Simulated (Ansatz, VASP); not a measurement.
## Two plane-wave programs on MgI2

```
Mg I
1.0
     4.15664    0.00000    0.00000
    -2.07832    3.59975    0.00000
     0.00000    0.00000    6.87561
Mg I
1 2
Direct
  0.00000 0.00000 0.00000
  0.33333 0.66667 0.24257
  0.66667 0.33333 0.75743
```

Alike in both runs: task single point; functional r2SCAN; k mesh 6 × 6 × 4; no spin polarisation.

|  | VASP | Ansatz |
| --- | --- | --- |
| version | VASP 6.6.1 | Ansatz 0.2.0 |
| potentials or method | VASP PAW PBE potentials, release 64 (Mg, I) | plane waves, PAW |
| plane-wave cutoff (eV) | 520 | 500 |
| occupations | gaussian, width 0.01 eV | fixed |
| valence electrons in the cell | 16 | 44 |

```tsv
	VASP	Ansatz	Ansatz less VASP
gap on the k mesh at the Fermi level (eV)	4.10	4.14	+0.033
```

VASP's potentials were made for PBE, not for r2SCAN. VASP's potentials hold 16 valence electrons a cell and Ansatz's 44, so a difference there can come from the potentials and not from the codes.

Neither program's run includes spin-orbit coupling.
